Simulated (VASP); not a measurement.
Here is a VASP 6.6.1 calculation.

INCAR

```
PREC = Accurate
ENCUT = 520
EDIFF = 1E-6
ISMEAR = 1
SIGMA = 0.05
LREAL = False
LASPH = True
NELM = 100
ALGO = Normal
ISIF = 2
LWAVE = False
LCHARG = False
GGA = PS
NBANDS = 18
```

KPOINTS

```
regular mesh
0
Gamma
  8 8 4
```

File POSCAR:

```
Ta
1.0
    2.9003720726      0.0000000000      0.0000000000
   -1.4501860363      2.5117958953      0.0000000000
    0.0000000000      0.0000000000      5.1662740000
Ta
2
Direct
    0.3303170000      0.6724740000      0.2428560000
    0.6626000000      0.3249700000      0.7592610000
```

Potentials or basis: VASP PAW PBE potentials, release 64 (Ta_pv).

Run with:

```sh
$ cat potpaw_PBE.64/Ta_pv/POTCAR > POTCAR
$ mpirun -np 1 vasp_std > vasp.out
```

(1) What does it give for the band gap on the k mesh?

(2) What does it give for the pressure?

Answers

(1) zero (band 11 reaches 6.92 eV, above the bottom of band 12 at 4.72 eV).

(2) -6.6 GPa.

Caveat: the PAW data sets were made with another functional, which shifts forces and pressure a little; spin-orbit coupling is left out, which moves the levels of the heavy elements.
